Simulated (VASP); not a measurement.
# Ir3Os (Pm-3m) in VASP: notebook

The runs below take Ir3Os through single point, with LDA.

Program: VASP 6.6.1. These are calculated values, not measurements. Logs are shortened: lines on timing, memory, paths and dates and some standing lists are left out, and cuts for length are marked.

## Step 1: The cell of the first run

It takes space group Pm-3m (No. 221, cubic). Conventional cell: a = 3.848 Å, b = 3.848 Å, c = 3.848 Å, α = 90.00°, β = 90.00°, γ = 90.00°. Within 3.6 Å of Os (site symmetry m-3m) lie 12 Ir at 2.72 Å. Within 3.6 Å of Ir (site symmetry 4/mmm) lie 4 Os at 2.72 Å and 8 Ir at 2.72 Å.

## Step 2: Single point, LDA

Input file INCAR:

```
PREC = Accurate ; ENCUT = 520
EDIFF = 1E-7 ; ISMEAR = -1
SIGMA = 0.1 ; LREAL = False
LASPH = True ; NELM = 60
ALGO = Normal ; ISIF = 2
LWAVE = False ; LCHARG = True
GGA = CA ; LELF = True
LVHAR = True ; NBANDS = 26
```

Input file KPOINTS:

```
regular mesh
0
Gamma
  6 6 6
```

Input file POSCAR:

```
Ir3Os
1.0
    3.8480740000      0.0000000000      0.0000000000
    0.0000000000      3.8480740000      0.0000000000
    0.0000000000      0.0000000000      3.8480740000
Os Ir
1 3
Direct
    0.0000000000      0.0000000000      0.0000000000
    0.0000000000      0.5000000000      0.5000000000
    0.5000000000      0.5000000000      0.0000000000
    0.5000000000      0.0000000000      0.5000000000
```

Potentials or basis: VASP PAW LDA potentials, release 64 (Os, Ir).

Run with:

```bash
cat potpaw_LDA.64/Os/POTCAR potpaw_LDA.64/Ir/POTCAR > POTCAR
mpirun -np 1 vasp_std > vasp.out
```

OUTCAR:

```text
PREC = Accurate
   ENCUT = 520
   EDIFF = 1E-7
   ISMEAR = -1
   LREAL = False
   LASPH = True
   NELM = 60
   ISIF = 2
   GGA = CA

 ion  position               nearest neighbor table
   1  0.000  0.000  0.000-   2 2.72   3 2.72   4 2.72   2 2.72   4 2.72   2 2.72   3 2.72   2 2.72
                             3 2.72   4 2.72   4 2.72   3 2.72
   2  0.000  0.500  0.500-   1 2.72   3 2.72   4 2.72   1 2.72   3 2.72   1 2.72   4 2.72   1 2.72
                             3 2.72   4 2.72   3 2.72   4 2.72
   3  0.500  0.500  0.000-   1 2.72   2 2.72   4 2.72   2 2.72   4 2.72   1 2.72   4 2.72   4 2.72
                             1 2.72   2 2.72   2 2.72   1 2.72
   4  0.500  0.000  0.500-   1 2.72   2 2.72   3 2.72   1 2.72   3 2.72   2 2.72   3 2.72   3 2.72
                             1 2.72   2 2.72   1 2.72   2 2.72

  LATTYP: Found a simple cubic cell.
 ALAT       =     3.8480740000

  Lattice vectors:

 A1 = (   3.8480740000,   0.0000000000,   0.0000000000)
 A2 = (   0.0000000000,   3.8480740000,   0.0000000000)
 A3 = (   0.0000000000,   0.0000000000,   3.8480740000)

Analysis of symmetry for initial positions (statically):
=====================================================================
 Subroutine PRICEL returns:
 Original cell was already a primitive cell.

 Routine SETGRP: Setting up the symmetry group for a
 simple cubic supercell.

 Subroutine GETGRP returns: Found 48 space group operations
 (whereof 48 operations were pure point group operations)
 out of a pool of 48 trial point group operations.

The static configuration has the point symmetry O_h .

Analysis of symmetry for dynamics (positions and initial velocities):
=====================================================================
 Subroutine PRICEL returns:
 Original cell was already a primitive cell.

 Routine SETGRP: Setting up the symmetry group for a
 simple cubic supercell.

 Subroutine GETGRP returns: Found 48 space group operations
 (whereof 48 operations were pure point group operations)
 out of a pool of 48 trial point group operations.

The dynamic configuration has the point symmetry O_h .

 Subroutine INISYM returns: Found 48 space group operations
 (whereof 48 operations are pure point group operations),
 and found     1 'primitive' translations

----------------------------------------------------------------------------------------

                                     Primitive cell

[... 88 lines left out ...]
   NELM   =     60;   NELMIN=  2; NELMDL= -5     # of ELM steps
   EDIFF  = 0.1E-06   stopping-criterion for ELM
   LREAL  =      F    real-space projection
   EDIFFG = 0.1E-05   stopping-criterion for IOM
   NSW    =      0    number of steps for IOM
   IBRION =     -1    ionic relax: 0-MD 1-quasi-New 2-CG
   NFREE  =      0    steps in history (QN), initial steepest desc. (CG)
   ISIF   =      2    stress and relaxation
   ISYM   =      2    0-nonsym 1-usesym 2-fastsym
   POTIM  = 0.5000    time-step for ionic-motion
   TEBEG  =    0.0;   TEEND  =   0.0 temperature during run
   PSTRESS=    0.0 pullay stress
   NELECT =      35.0000    total number of electrons
   NUPDOWN=      -1.0000    fix difference up-down
   EMIN   =  10.00;   EMAX   =-10.00  energy-range for DOS
   EFERMI =   0.00;   METHOD = LEGACY
   ISMEAR =    -1;   SIGMA  =   0.10  broadening in eV -4-tet -1-fermi 0-gaus
   EFERMI_NEDOS =   21; number of points for ismear=-14 and -15
   IALGO  =     38    algorithm
   IMIX   =      4    mixing-type and parameters
     AMIX     =   0.40;   BMIX     =  1.00
     AMIX_MAG =   1.60;   BMIX_MAG =  1.00
  volume/ion in A,a.u.               =      14.25        96.13
  Fermi-wavevector in a.u.,A,eV,Ry     =   1.391620  2.629781 26.349140  1.936607
  Thomas-Fermi vector in A             =   2.515442
   LORBIT       =      0    0 simple, 1 ext, 2 COOP (PROOUT), +10 PAW based schemes
   GGA     = CA    functional components
   LHFCALC =     F    Hartree Fock is set to
   AEXX    =    0.0000 exact exchange contribution
   IVDW    =     0    specifies the selected vdW correction
   LEPSILON=     F    determine dielectric tensor
   LRPA    =     F    only Hartree local field effects (RPA)
 non-spin polarized calculation
  energy-cutoff  :      520.00
  volume of cell :       56.98
 maximum number of plane-waves:      1568
 NGX is ok and might be reduce to    30
   NGX = 15   NGY = 15   NGZ = 15

 number of electron      34.9999998 magnetization

 Free energy of the ion-electron system (eV)
  ---------------------------------------------------
  ext. energy  EPLUGINS =         0.00000000
  ---------------------------------------------------
  free energy    TOTEN  =       -43.52003209 eV

  energy without entropy =      -43.39758500  energy(sigma->0) =      -43.45880854

 E-fermi :   9.8696     XC(G=0): -14.0947

 val. band max:        9.8270144847   @ k =   0.5000   0.5000   0.1667
 cond. band min:       9.8898646667   @ k =   0.3333   0.3333   0.0000
 fundamental gap:      0.0628501820
 Fermi energy:         9.8695927188

 k-point     1 :       0.0000    0.0000    0.0000
  band No.  band energies     occupation
      1      -1.0354      2.00000
      2       2.1209      2.00000
      3       2.1727      2.00000
      4       2.1727      2.00000
      5       2.7298      2.00000
      6       2.7298      2.00000
[... 569 lines left out ...]
     25      17.4317      0.00000
     26      17.4317      0.00000

------------------------ aborting loop because EDIFF is reached ----------------------------------------

  FORCE on cell =-STRESS in cart. coord.  units (eV):
  Direction    XX          YY          ZZ          XY          YZ          ZX
  --------------------------------------------------------------------------------------
  -------------------------------------------------------------------------------------
  Total       -3.6243012     -3.6243012     -3.6243012     -0.0000000     -0.0000000      0.0000000
  in kB     -101.9071402   -101.9071402   -101.9071402     -0.0000000     -0.0000000      0.0000000
  external PRESSURE =    -101.9071402 kB  Pullay stress =       0.0000000 kB

 VOLUME and BASIS-vectors are now :
 -----------------------------------------------------------------------------
  energy-cutoff  :      520.00
  volume of cell :       56.98
      direct lattice vectors                 reciprocal lattice vectors
     3.848074000  0.000000000  0.000000000     0.259870262  0.000000000  0.000000000
     0.000000000  3.848074000  0.000000000     0.000000000  0.259870262  0.000000000
     0.000000000  0.000000000  3.848074000     0.000000000  0.000000000  0.259870262

 POSITION                                       TOTAL-FORCE (eV/Angst)
 -----------------------------------------------------------------------------------
      0.00000      0.00000      0.00000         0.000000      0.000000      0.000000
      0.00000      1.92404      1.92404         0.000000      0.000000      0.000000
      1.92404      1.92404      0.00000         0.000000      0.000000      0.000000
      1.92404      0.00000      1.92404         0.000000      0.000000      0.000000
 -----------------------------------------------------------------------------------
    total drift:                                0.000000      0.000000     -0.000000

  FREE ENERGIE OF THE ION-ELECTRON SYSTEM (eV)
  ---------------------------------------------------
  free  energy   TOTEN  =       -43.5200320904 eV

  energy  without entropy=      -43.3975849969  energy(sigma->0) =      -43.45880854
```

OSZICAR:

```text
N       E                     dE             d eps       ncg     rms          rms(c)
DAV:   1     0.351335802665E+03    0.35134E+03   -0.15406E+04  1040   0.132E+03
DAV:   2    -0.265195384929E+02   -0.37786E+03   -0.35414E+03  1046   0.419E+02
DAV:   3    -0.456467544188E+02   -0.19127E+02   -0.17879E+02  1276   0.981E+01
DAV:   4    -0.462149614263E+02   -0.56821E+00   -0.56180E+00  1142   0.172E+01
DAV:   5    -0.462265499128E+02   -0.11588E-01   -0.11571E-01  1290   0.229E+00    0.346E+01
DAV:   6    -0.440011972537E+02    0.22254E+01   -0.35334E+00  1182   0.187E+01    0.148E+01
DAV:   7    -0.438559147558E+02    0.14528E+00   -0.18482E+00  1388   0.118E+01    0.460E+00
DAV:   8    -0.435342752709E+02    0.32164E+00   -0.71825E-01  1408   0.112E+01    0.206E+00
DAV:   9    -0.435275191627E+02    0.67561E-02   -0.55598E-02  1134   0.159E+00    0.105E+00
DAV:  10    -0.435219532514E+02    0.55659E-02   -0.98549E-03  1200   0.121E+00    0.501E-01
DAV:  11    -0.435200833944E+02    0.18699E-02   -0.15694E-03  1214   0.448E-01    0.230E-01
DAV:  12    -0.435200508084E+02    0.32586E-04   -0.13023E-04  1134   0.936E-02    0.844E-02
DAV:  13    -0.435200339456E+02    0.16863E-04   -0.55761E-05  1400   0.869E-02    0.186E-02
DAV:  14    -0.435200323948E+02    0.15508E-05   -0.10276E-05  1090   0.269E-02    0.769E-03
DAV:  15    -0.435200320955E+02    0.29925E-06   -0.10646E-06  1232   0.117E-02    0.269E-03
DAV:  16    -0.435200320904E+02    0.51418E-08   -0.58872E-08   598   0.208E-03
   1 F= -.43520032E+02 E0= -.43458809E+02  d E =-.122447E+00
```

It took 31 s on 1 thread of Intel Xeon Platinum 8488C (Sapphire Rapids), shared host; peak memory 0.16 GiB.

What came out:

* Free energy: -43.5200 eV
* Pressure: -10.2 GPa

Caveat: spin-orbit coupling is left out, which moves the levels of the heavy elements.

## Step 3: Single point, LDA

Input file INCAR:

```
PREC = Accurate ; ENCUT = 500
EDIFF = 1E-6 ; ISMEAR = -1
SIGMA = 0.1 ; LREAL = False
LASPH = True ; NELM = 120
ALGO = Normal ; ISIF = 2
LWAVE = False ; LCHARG = True
GGA = CA ; LELF = True
LVHAR = True ; NBANDS = 42
GGA_COMPAT = False
```

KPOINTS is that of step 2.

POSCAR is that of step 2.

Potentials or basis: VASP PAW LDA potentials, release 64 (Os_sv_GW, Ir_sv_GW).

Run with:

```bash
cat potpaw_LDA.64/Os_sv_GW/POTCAR potpaw_LDA.64/Ir_sv_GW/POTCAR > POTCAR
mpirun -np 1 vasp_std > vasp.out
```

Wall time 27 s (1 thread of AMD EPYC 9R45 (Zen 5), shared host); peak memory 0.14 GiB.

Results (log left out):

* Free energy: -46.3977 eV
* Pressure: -13.7 GPa

Levels at points of the mesh, in eV from the Fermi level:
| k point | band 30 | band 31 | band 32 | band 33 | band 34 | band 35 | band 36 | band 37 | band 38 | band 39 |
| --- | --- | --- | --- | --- | --- | --- | --- | --- | --- | --- |
| (0.00, 0.00, 0.00) | 1.50 | 1.50 | 1.50 | 1.50 | 1.50 | 1.91 | 1.91 | 1.91 | 2.28 | 2.28 |
| (0.50, 0.00, 0.00) | -1.84 | -1.78 | -1.31 | -1.31 | -1.14 | -0.20 | 0.43 | 1.50 | 2.28 | 8.08 |
| (0.50, 0.50, 0.00) | -2.37 | -2.37 | -1.44 | -1.37 | -1.35 | -0.75 | -0.75 | 2.92 | 2.92 | 3.49 |
| (0.50, 0.50, 0.50) | -0.50 | -0.50 | -0.50 | 0.92 | 0.92 | 0.92 | 1.51 | 1.51 | 1.51 | 1.53 |

Caveat: spin-orbit coupling is left out, which moves the levels of the heavy elements.
